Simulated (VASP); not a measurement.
# Cu16H2O in VASP: single point with PBE+D3(BJ)

Aim: the single point of Cu16H2O with PBE+D3(BJ).

Everything below comes from runs of VASP 6.6.1. Logs are shortened: lines on timing, memory, paths and dates and some standing lists are left out, and cuts for length are marked.

## 1. The cell of the first run

The cell holds a slab with vacuum, 19 atoms: a = 5.105 Å, b = 5.105 Å, c = 22.753 Å, α = 90.00°, β = 90.00°, γ = 60.00°.

## 2. Single point, PBE+D3(BJ)

INCAR

```
  PREC = Accurate
  ENCUT = 520
  EDIFF = 1E-6
  ISMEAR = 1
  SIGMA = 0.1
  LREAL = False
  LASPH = True
  NELM = 120
  ALGO = Normal
  ISIF = 2
  LWAVE = False
  LCHARG = True
  GGA = PE
  IVDW = 12
  LELF = True
  LVHAR = True
  NBANDS = 107
  GGA_COMPAT = False
  NELMDL = -8
```

KPOINTS

```
regular mesh
0
Gamma
  2 2 1
```

POSCAR

```
Cu16H2O
1.0
    5.1053109602      0.0000000000      0.0000000000
    2.5526554801      4.4213289857      0.0000000000
    0.0000000000      0.0000000000     22.7527034153
Cu O H
16 1 2
Direct
    0.0000000000      0.0000000000      0.1098770500
    0.5000000000      0.0000000000      0.1098770500
    0.0000000000      0.5000000000      0.1098770500
    0.5000000000      0.5000000000      0.1098770500
    0.1666666700      0.1666666700      0.2014808700
    0.6666666700      0.1666666700      0.2014808700
    0.1666666700      0.6666666700      0.2014808700
    0.6666666700      0.6666666700      0.2014808700
    0.8343369200      0.3309912200      0.2905802700
    0.3330485500      0.3336539300      0.2897969300
    0.8344536900      0.8346624600      0.2905655000
    0.3308047500      0.8347006300      0.2905715000
   -0.0021272000      0.0017328100      0.3830382200
    0.4997524700      0.0012842600      0.3787246300
    0.0002255900      0.4997413900      0.3788026600
    0.4996052700      0.4997181700      0.3787938300
    0.0533829500     -0.0426756300      0.4874567400
    0.2330410200     -0.0210946500      0.4873092000
    1.1364962900      0.7384524300      0.4865059900
```

Potentials or basis: VASP PAW PBE potentials, release 64 (Cu, O, H).

The run is started by

```console
cat potpaw_PBE.64/Cu/POTCAR potpaw_PBE.64/O/POTCAR potpaw_PBE.64/H/POTCAR > POTCAR
mpirun -np 1 vasp_std > vasp.out
```

OUTCAR:

```text
PREC = Accurate
   ENCUT = 520
   EDIFF = 1E-6
   ISMEAR = 1
   LREAL = False
   LASPH = True
   NELM = 120
   ISIF = 2
   GGA = PE
   IVDW = 12
   NELMDL = -8
 IVDW          = 12

 ion  position               nearest neighbor table
   1  0.000  0.000  0.110-   3 2.55   3 2.55   4 2.55   4 2.55   2 2.55   2 2.55   7 2.55   6 2.55
                             5 2.55
   2  0.500  0.000  0.110-   4 2.55   3 2.55   4 2.55   3 2.55   1 2.55   1 2.55   8 2.55   5 2.55
                             6 2.55
   3  0.000  0.500  0.110-   1 2.55   1 2.55   2 2.55   2 2.55   4 2.55   4 2.55   5 2.55   8 2.55
                             7 2.55
   4  0.500  0.500  0.110-   2 2.55   1 2.55   2 2.55   1 2.55   3 2.55   3 2.55   6 2.55   7 2.55
                             8 2.55
   5  0.167  0.167  0.201-  10 2.49  12 2.50   9 2.50   7 2.55   7 2.55   8 2.55   8 2.55   6 2.55
                             6 2.55   3 2.55   2 2.55   1 2.55
   6  0.667  0.167  0.201-  10 2.49  11 2.50   9 2.50   8 2.55   7 2.55   8 2.55   7 2.55   5 2.55
                             5 2.55   4 2.55   1 2.55   2 2.55
   7  0.167  0.667  0.201-  10 2.49  11 2.50  12 2.50   5 2.55   5 2.55   6 2.55   6 2.55   8 2.55
                             8 2.55   1 2.55   4 2.55   3 2.55
   8  0.667  0.667  0.201-   9 2.51  11 2.51  12 2.51   6 2.55   5 2.55   6 2.55   5 2.55   7 2.55
                             7 2.55   2 2.55   3 2.55   4 2.55
   9  0.834  0.331  0.291-  15 2.49  16 2.49   6 2.50   5 2.50   8 2.51  11 2.53  12 2.53  10 2.55
                            10 2.55  13 2.56  12 2.57  11 2.57
  10  0.333  0.334  0.290-   7 2.49   5 2.49   6 2.49  14 2.50  16 2.50  15 2.50  11 2.55  12 2.55
                             9 2.55   9 2.55  12 2.55  11 2.55
  11  0.834  0.835  0.291-  14 2.49  15 2.49   6 2.50   7 2.50   8 2.51   9 2.53  12 2.53  10 2.55
                            10 2.55  13 2.56  12 2.57   9 2.57
  12  0.331  0.835  0.291-  16 2.49  14 2.49   5 2.50   7 2.50   8 2.51  11 2.53   9 2.53  10 2.55
                            10 2.55  13 2.57   9 2.57  11 2.57
  13  0.998  0.002  0.383-  16 2.54  14 2.55  15 2.55   9 2.56  15 2.56  11 2.56  14 2.56  16 2.56
                            12 2.57
  14  0.500  0.001  0.379-  11 2.49  12 2.49  10 2.50  16 2.54  13 2.55  15 2.55  15 2.56  16 2.56
                            13 2.56
  15  0.000  0.500  0.379-   9 2.49  11 2.49  10 2.50  14 2.55  16 2.55  13 2.55  16 2.56  14 2.56
                            13 2.56
  16  0.500  0.500  0.379-   9 2.49  12 2.49  10 2.50  14 2.54  13 2.54  15 2.55  15 2.56  14 2.56
                            13 2.56
  17  0.053  0.957  0.487-  18 0.98  19 0.98
  18  0.233  0.979  0.487-  17 0.98
  19  0.136  0.738  0.487-  17 0.98

  LATTYP: Found a hexagonal cell.
 ALAT       =     5.1053109602
 C/A-ratio  =     4.4566733727

  Lattice vectors:

 A1 = (  -2.5526554801,  -4.4213289857,   0.0000000000)
 A2 = (   5.1053109602,   0.0000000000,   0.0000000000)
 A3 = (   0.0000000000,   0.0000000000,  22.7527034153)

Analysis of symmetry for initial positions (statically):
[... 155 lines left out ...]
   IALGO  =     38    algorithm
   IMIX   =      4    mixing-type and parameters
     AMIX     =   0.40;   BMIX     =  1.00
     AMIX_MAG =   1.60;   BMIX_MAG =  1.00
  volume/ion in A,a.u.               =      27.03       182.41
  Fermi-wavevector in a.u.,A,eV,Ry     =   1.162728  2.197237 18.394208  1.351936
  Thomas-Fermi vector in A             =   2.299286
   LORBIT       =      0    0 simple, 1 ext, 2 COOP (PROOUT), +10 PAW based schemes
   GGA     = PE    functional components
   LHFCALC =     F    Hartree Fock is set to
   AEXX    =    0.0000 exact exchange contribution
   IVDW    =    12    specifies the selected vdW correction
   LEPSILON=     F    determine dielectric tensor
   LRPA    =     F    only Hartree local field effects (RPA)
 non-spin polarized calculation
 Methfessel and Paxton  Order N= 1 SIGMA  =   0.10
  energy-cutoff  :      520.00
  volume of cell :      513.58
 maximum number of plane-waves:     13945
 NGX is ok and might be reduce to    40
   NGX = 19   NGY = 19   NGZ = 85

 number of electron     184.0000068 magnetization

 Free energy of the ion-electron system (eV)
  ---------------------------------------------------
  ext. energy  EPLUGINS =         0.00000000
  ---------------------------------------------------
  free energy    TOTEN  =       -68.98753116 eV

  energy without entropy =      -68.99859674  energy(sigma->0) =      -68.99121969

 E-fermi :   0.1392     XC(G=0):  -5.8640

 val. band max:        0.0624324884   @ k =   0.0000   0.0000   0.0000
 cond. band min:       0.5786141721   @ k =   0.0000   0.5000   0.0000
 fundamental gap:      0.5161816838
 Fermi energy:         0.1392224236

 k-point     1 :       0.0000    0.0000    0.0000
  band No.  band energies     occupation
      1     -21.5991      2.00000
      2      -9.2345      2.00000
      3      -8.7699      2.00000
      4      -7.5627      2.00000
      5      -5.9294      2.00000
      6      -5.7358      2.00000
[... 417 lines left out ...]
    103       5.0115      0.00000
    104       5.2271      0.00000
 [bands above 104 left out]

------------------------ aborting loop because EDIFF is reached ----------------------------------------

 Edisp (eV)   -7.20956

 E8    (eV) :    -3.1753

  FORCE on cell =-STRESS in cart. coord.  units (eV):
  Direction    XX          YY          ZZ          XY          YZ          ZX
  --------------------------------------------------------------------------------------
  -------------------------------------------------------------------------------------
  Total      -6.31172    -6.29447    -2.54402     0.12423    -0.03666     0.02753
  in kB     -19.69020   -19.63638    -7.93639     0.38755    -0.11437     0.08589
  external pressure =      -15.75 kB  Pullay stress =        0.00 kB

 VOLUME and BASIS-vectors are now :
 -----------------------------------------------------------------------------
  energy-cutoff  :      520.00
  volume of cell :      513.58
      direct lattice vectors                 reciprocal lattice vectors
     5.105310960  0.000000000  0.000000000     0.195874455 -0.113088169  0.000000000
     2.552655480  4.421328986  0.000000000     0.000000000  0.226176338  0.000000000
     0.000000000  0.000000000 22.752703415     0.000000000  0.000000000  0.043950821

 POSITION                                       TOTAL-FORCE (eV/Angst)
 -----------------------------------------------------------------------------------
      0.00000      0.00000      2.50000         0.000424      0.000094      0.150725
      2.55266      0.00000      2.50000        -0.001043      0.003151      0.148608
      1.27633      2.21066      2.50000         0.004528     -0.001373      0.149609
      3.82898      2.21066      2.50000        -0.003341     -0.000586      0.147947
      1.27633      0.73689      4.58423        -0.001094      0.002684     -0.014780
      3.82898      0.73689      4.58423         0.001672     -0.000689     -0.017491
[... 11 lines left out ...]
      3.68855      4.32806     11.08760         0.175355      0.060241      0.036933
      2.58187      3.26494     11.06933        -0.067503     -0.169740      0.033448
 -----------------------------------------------------------------------------------
    total drift:                                0.000276     -0.000159     -0.001210

  FREE ENERGIE OF THE ION-ELECTRON SYSTEM (eV)
  ---------------------------------------------------
  free  energy   TOTEN  =       -76.1970893225 eV

  energy  without entropy=      -76.2081549018  energy(sigma->0) =      -76.20077785
```

It took 18 min on 1 thread of Oxide Virtual Turin-like, shared host; peak memory 0.69 GiB.

What came out:

| Item | Value |
| --- | --- |
| Free energy | -76.1971 eV |
| Largest force | 0.189 eV/Å |
| Band gap on the k mesh | 0.52 eV |
| Dispersion energy per atom | -0.379 eV |

Forces in eV/Å, atoms in the order of the input:
```
Cu   0.000  0.000  0.151
Cu  -0.001  0.003  0.149
Cu   0.005 -0.001  0.150
Cu  -0.003 -0.001  0.148
Cu  -0.001  0.003 -0.015
Cu   0.002 -0.001 -0.017
Cu  -0.003  0.000 -0.018
Cu   0.002  0.000  0.073
Cu   0.000  0.001 -0.169
Cu  -0.001 -0.001 -0.171
Cu  -0.002 -0.001 -0.167
Cu  -0.002  0.000 -0.164
Cu  -0.007  0.008 -0.057
Cu   0.002 -0.002  0.027
Cu  -0.005  0.001  0.025
Cu   0.004  0.000  0.022
O   -0.099  0.099 -0.037
H    0.175  0.060  0.037
H   -0.068 -0.170  0.033
```

Levels at points of the mesh, in eV from the valence-band top:
```
           k point  band 90  band 91  band 92  band 93  band 94  band 95
(0.00, 0.00, 0.00)    -0.14    -0.13     0.00     0.85     0.87     0.88
(0.50, 0.00, 0.00)    -0.82    -0.01    -0.01     0.52     0.53     0.91
(0.50, 0.50, 0.00)    -0.81    -0.01     0.00     0.52     0.53     0.91
(0.00, 0.50, 0.00)    -0.82    -0.01     0.00     0.52     0.53     0.92
```

Caveat: the k points lie up to 0.71 Å⁻¹ apart; there is no dipole correction, which matters where the two faces differ.
